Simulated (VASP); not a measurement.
# Se (R-3m) in VASP: a series of runs

Runs on Se. Level: LDA. Tasks: relaxation of cell and atoms.

Everything below comes from runs of VASP 6.6.1. Logs are shortened: lines on timing, memory, paths and dates and some standing lists are left out, and cuts for length are marked.

## 1. The cell of the first run

It takes space group R-3m (No. 166, trigonal). The conventional cell has a = 3.850 Å, b = 3.850 Å, c = 2.645 Å, α = 90.00°, β = 90.00°, γ = 120.00°. Within 3.2 Å of Se (site symmetry -3m) lie 14 Se at 2.39 to 2.84 Å.

## 2. Relaxation of cell and atoms, LDA

Contents of INCAR:

```
PREC = Accurate ; ENCUT = 600
EDIFF = 1E-6 ; ISMEAR = -1
SIGMA = 0.05 ; LREAL = F
LASPH = T ; NELM = 60
ALGO = Normal ; ISIF = 3
LWAVE = F ; LCHARG = F
GGA = CA ; IBRION = 2
NSW = 80 ; EDIFFG = -0.02
```

Contents of KPOINTS:

```
Automatic mesh
0
Gamma
  19 19 19
```

Contents of POSCAR:

```
Se
1.0
    2.3912690000      0.0000000000      0.0000000000
   -0.7080256539      2.2840462132      0.0000000000
   -0.7080256539     -0.9607424365      2.0721585544
Se
1
Direct
    0.0000000000      0.0000000000      0.0000000000
```

Potentials or basis: VASP PAW LDA potentials, release 64 (Se).

Run with:

```console
$ cat potpaw_LDA.64/Se/POTCAR > POTCAR
$ mpirun -np 1 vasp_std > vasp.out
```

OUTCAR:

```text
PREC = Accurate
   ENCUT = 600
   EDIFF = 1E-6
   ISMEAR = -1
   LREAL = F
   LASPH = T
   NELM = 60
   ISIF = 3
   GGA = CA
   IBRION = 2
   NSW = 80
   EDIFFG = -0.02

 ion  position               nearest neighbor table
   1  0.000  0.000  0.000-

  LATTYP: Found a trigonal (rhomboedric) cell.
 ALAT       =     2.3912690000
 COS(alpha) =    -0.2960878320

  Lattice vectors:

 A1 = (   2.3912690000,   0.0000000000,   0.0000000000)
 A2 = (  -0.7080256539,   2.2840462132,   0.0000000000)
 A3 = (  -0.7080256539,  -0.9607424365,   2.0721585544)

Analysis of symmetry for initial positions (statically):
=====================================================================
 Subroutine PRICEL returns:
 Original cell was already a primitive cell.

 Routine SETGRP: Setting up the symmetry group for a
 trigonal (rhombohedral) supercell.

 Subroutine GETGRP returns: Found 12 space group operations
 (whereof 12 operations were pure point group operations)
 out of a pool of 12 trial point group operations.

The static configuration has the point symmetry D_3d.

Analysis of symmetry for dynamics (positions and initial velocities):
=====================================================================
 Subroutine PRICEL returns:
 Original cell was already a primitive cell.

 Routine SETGRP: Setting up the symmetry group for a
 trigonal (rhombohedral) supercell.

 Subroutine GETGRP returns: Found 12 space group operations
 (whereof 12 operations were pure point group operations)
 out of a pool of 12 trial point group operations.

The dynamic configuration has the point symmetry D_3d.

 Subroutine INISYM returns: Found 12 space group operations
 (whereof 12 operations are pure point group operations),
 and found     1 'primitive' translations

----------------------------------------------------------------------------------------

                                     Primitive cell

  volume of cell :      11.3177

  direct lattice vectors                    reciprocal lattice vectors
     2.391269000  0.000000000  0.000000000     0.418188000  0.129633030  0.202992085
    -0.708025654  2.284046213  0.000000000     0.000000000  0.437819513  0.202992085
    -0.708025654 -0.960742437  2.072158554     0.000000000  0.000000000  0.482588554

  length of vectors
     2.391269000  2.391269000  2.391269000     0.482588554  0.482588554  0.482588554

  position of ions in fractional coordinates (direct lattice)
     0.000000000  0.000000000  0.000000000

  ion indices of the primitive-cell ions
   primitive index   ion index
                 1           1

----------------------------------------------------------------------------------------

 KPOINTS: Automatic mesh

Automatic generation of k-mesh.
 Grid dimensions read from file:
 generate k-points for:   19   19   19

 Generating k-lattice:

  Cartesian coordinates                     Fractional coordinates (reciprocal lattice)
     0.022009895  0.006822791  0.010683794     0.052631579 -0.000000000  0.000000000
     0.000000000  0.023043132  0.010683794     0.000000000  0.052631579  0.000000000
     0.000000000  0.000000000  0.025399398     0.000000000  0.000000000  0.052631579

  Length of vectors
     0.025399398  0.025399398  0.025399398

  Shift w.r.t. Gamma in fractional coordinates (k-lattice)
     0.000000000  0.000000000  0.000000000

 Subroutine IBZKPT returns following result:
 ===========================================

 Found    670 irreducible k-points:

 Following reciprocal coordinates:
            Coordinates               Weight
  0.000000  0.000000  0.000000      1.000000
  0.052632  0.000000  0.000000      6.000000
  0.105263  0.000000  0.000000      6.000000
  0.157895 -0.000000  0.000000      6.000000
  0.210526  0.000000  0.000000      6.000000
  0.263158  0.000000  0.000000      6.000000
[... 16 lines left out ...]
 -0.315789  0.052632 -0.000000     12.000000
 -0.263158  0.052632 -0.000000     12.000000
 [... further k-points ...]
   k-points           NKPTS =    670   k-points in BZ     NKDIM =    670   number of bands    NBANDS=      7
   number of dos      NEDOS =    301   number of ions     NIONS =      1
   total plane-waves  NPLWV =   8000
   dimension x,y,z NGX =    20 NGY =   20 NGZ =   20
   dimension x,y,z NGXF=    40 NGYF=   40 NGZF=   40
   ions per type =               1
   NGX,Y,Z   is equivalent  to a cutoff of  13.90, 13.90, 13.90 a.u.
   NGXF,Y,Z  is equivalent  to a cutoff of  27.81, 27.81, 27.81 a.u.
 SYSTEM =  unknown system
   PREC   = accura    normal or accurate (medium, high low for compatibility)
   ISTART =      0    job   : 0-new  1-cont  2-samecut
   ICHARG =      2    charge: 1-file 2-atom 10-const
   ISPIN  =      1    spin polarized calculation?
   LNONCOLLINEAR =      F non collinear calculations
   LSORBIT =      F    spin-orbit coupling
   LASPH  =      T    aspherical Exc in radial PAW
   ENCUT  =  600.0 eV  44.10 Ry    6.64 a.u.   4.78  4.78  4.78*2*pi/ulx,y,z
   NELM   =     60;   NELMIN=  2; NELMDL= -5     # of ELM steps
   EDIFF  = 0.1E-05   stopping-criterion for ELM
   LREAL  =      F    real-space projection
   EDIFFG = -.2E-01   stopping-criterion for IOM
   NSW    =     80    number of steps for IOM
   IBRION =      2    ionic relax: 0-MD 1-quasi-New 2-CG
   NFREE  =      1    steps in history (QN), initial steepest desc. (CG)
   ISIF   =      3    stress and relaxation
   ISYM   =      2    0-nonsym 1-usesym 2-fastsym
   POTIM  = 0.5000    time-step for ionic-motion
   TEBEG  =    0.0;   TEEND  =   0.0 temperature during run
   PSTRESS=    0.0 pullay stress
   NELECT =       6.0000    total number of electrons
   NUPDOWN=      -1.0000    fix difference up-down
   EMIN   =  10.00;   EMAX   =-10.00  energy-range for DOS
   EFERMI =   0.00;   METHOD = LEGACY
   ISMEAR =    -1;   SIGMA  =   0.05  broadening in eV -4-tet -1-fermi 0-gaus
   EFERMI_NEDOS =   21; number of points for ismear=-14 and -15
   IALGO  =     38    algorithm
   IMIX   =      4    mixing-type and parameters
     AMIX     =   0.40;   BMIX     =  1.00
     AMIX_MAG =   1.60;   BMIX_MAG =  1.00
  volume/ion in A,a.u.               =      11.32        76.38
  Fermi-wavevector in a.u.,A,eV,Ry     =   1.324971  2.503833 23.885694  1.755549
  Thomas-Fermi vector in A             =   2.454467
   LORBIT       =      0    0 simple, 1 ext, 2 COOP (PROOUT), +10 PAW based schemes
   GGA     = CA    functional components
   LHFCALC =     F    Hartree Fock is set to
   AEXX    =    0.0000 exact exchange contribution
   IVDW    =     0    specifies the selected vdW correction
   LEPSILON=     F    determine dielectric tensor
   LRPA    =     F    only Hartree local field effects (RPA)
 conjugate gradient relaxation of ions
 non-spin polarized calculation
  energy-cutoff  :      600.00
  volume of cell :       11.32
 maximum number of plane-waves:       393
   NGX =  9   NGY =  9   NGZ =  9

--------------------------------------- Ionic step        1  -------------------------------------------

 number of electron       6.0000000 magnetization

 Free energy of the ion-electron system (eV)
  ---------------------------------------------------
  ext. energy  EPLUGINS =         0.00000000
  ---------------------------------------------------
  free energy    TOTEN  =        -1.50711315 eV

  energy without entropy =       -1.50339092  energy(sigma->0) =       -1.50525204

 E-fermi :  15.2809     XC(G=0): -13.5121

 val. band max:       15.2754008498   @ k =  -0.2632   0.3158   0.2105
 cond. band min:      15.2826508141   @ k =  -0.2632   0.3684   0.2105
 fundamental gap:      0.0072499644
 Fermi energy:        15.2809304759

 k-point     1 :       0.0000    0.0000    0.0000
  band No.  band energies     occupation
      1      -8.4259      2.00000
      2      20.6412      0.00000
      3      22.8752      0.00000
      4      22.8752      0.00000
      5      27.6745      0.00000
      6      27.6745      0.00000
      7      30.0950      0.00000
[... 577 lines left out ...]
  FREE ENERGIE OF THE ION-ELECTRON SYSTEM (eV)
  ---------------------------------------------------
  free  energy   TOTEN  =        -3.7437881396 eV

  energy  without entropy=       -3.7370043645  energy(sigma->0) =       -3.74039625

[... ionic steps 4 to 20 ...]

--------------------------------------- Ionic step       21  -------------------------------------------

 number of electron       6.0000004 magnetization

------------------------ aborting loop because EDIFF is reached ----------------------------------------

  FORCE on cell =-STRESS in cart. coord.  units (eV):
  Direction    XX          YY          ZZ          XY          YZ          ZX
  --------------------------------------------------------------------------------------
  -------------------------------------------------------------------------------------
  Total       -0.0066120     -0.0099136     -0.0204063     -0.0053254     -0.0113155     -0.0083390
  in kB       -0.4985274     -0.7474615     -1.5385876     -0.4015229     -0.8531624     -0.6287438
  external PRESSURE =      -0.9281922 kB  Pullay stress =       0.0000000 kB
[... 55 lines left out ...]
  energy  without entropy=       -4.0706383997  energy(sigma->0) =       -4.07267915

--------------------------------------- Ionic step       23  -------------------------------------------

 number of electron       6.0000004 magnetization

 Free energy of the ion-electron system (eV)
  ---------------------------------------------------
  ext. energy  EPLUGINS =         0.00000000
  ---------------------------------------------------
  free energy    TOTEN  =        -4.07474331 eV

  energy without entropy =       -4.07066716  energy(sigma->0) =       -4.07270524

 E-fermi :   5.5339     XC(G=0): -10.4285

 val. band max:        5.5184235248   @ k =  -0.2632  -0.4737   0.2105
 cond. band min:       5.5341715289   @ k =  -0.4211   0.3158   0.2105
 fundamental gap:      0.0157480041
 Fermi energy:         5.5338614367

 k-point     1 :       0.0000    0.0000    0.0000
  band No.  band energies     occupation
      1     -11.0947      2.00000
      2       6.8852      0.00000
      3       7.0269      0.00000
      4       7.0269      0.00000
      5      13.2122      0.00000
      6      13.2122      0.00000
      7      13.4938      0.00000
[... 258 lines left out ...]
  FREE ENERGIE OF THE ION-ELECTRON SYSTEM (eV)
  ---------------------------------------------------
  free  energy   TOTEN  =        -4.0747433134 eV

  energy  without entropy=       -4.0706671615  energy(sigma->0) =       -4.07270524

 reached required accuracy - stopping structural energy minimisation
```

Wall time 12 min (1 thread of Oxide Virtual Turin-like, shared host); peak memory 0.15 GiB.

What came out:

```
Free energy                           : -4.0747 eV
Relaxed volume                        : 21.24 Å³/atom
Relaxed cell                          : a = 2.770 Å, b = 2.770 Å, c = 2.770 Å, α = 91.03°, β = 91.03°, γ = 91.03°
Space group after relaxing (to 0.1 Å) : Pm-3m (No. 221)
Energy gained by relaxing             : 2567.6 meV/atom
Ionic steps                           : 23
Pressure after relaxing               : -0.1 GPa
Band gap on the k mesh                : zero (bands 3 and 4 overlap by 6.30 eV)
```

Stress tensor (GPa, compression positive):
```
-0.02 -0.04 -0.06
-0.04 -0.05 -0.08
-0.06 -0.08 -0.12
```

The path:
```
step  energy change (eV)  largest force (eV/Å)  pressure (GPa)  volume (Å³)
   1              0.0000                0.0000          148.96        11.32
   2             -0.7876                0.0000          -11.57        38.78
   3             -2.2367                0.0000           -4.82        20.27
   4             -2.2508                0.0000           -2.68        19.69
   5             -2.2563                0.0000            0.23        19.02
   6             -2.2560                0.0000           -0.62        19.20
   7             -2.3074                0.0000           -0.52        19.28
   8             -2.4671                0.0000            2.07        19.32
   9             -2.4668                0.0000           14.30        18.64
  10             -2.4786                0.0000           13.26        18.79
  11             -2.5090                0.0000           10.47        19.25
  12             -2.5472                0.0000            5.20        20.11
  13             -2.5087                0.0000           -3.86        21.66
  14             -2.5535                0.0000            2.68        20.52
  15             -2.5535                0.0000            2.16        20.60
  16             -2.5548                0.0000            2.27        20.60
  17             -2.5578                0.0000            2.57        20.60
  18             -2.5608                0.0000            3.00        20.56
  19             -2.5658                0.0000            1.46        20.89
  20             -2.5676                0.0000           -0.24        21.28
  21             -2.5676                0.0000           -0.09        21.25
  22             -2.5676                0.0000           -0.15        21.26
  23             -2.5676                0.0000           -0.06        21.24
```

Final structure:
```xyz
1
Lattice="2.7000 0.3328 0.5211 -0.4816 2.6775 0.5211 -0.4816 -0.6535 2.6483" Properties=species:S:1:pos:R:3 pbc="T T T"
Se    0.0000    0.0000    0.0000
```

Caveat: the volume moved by over 15 % at a fixed basis, so the end points are rough.

(Part 1 of 2 ends here.)
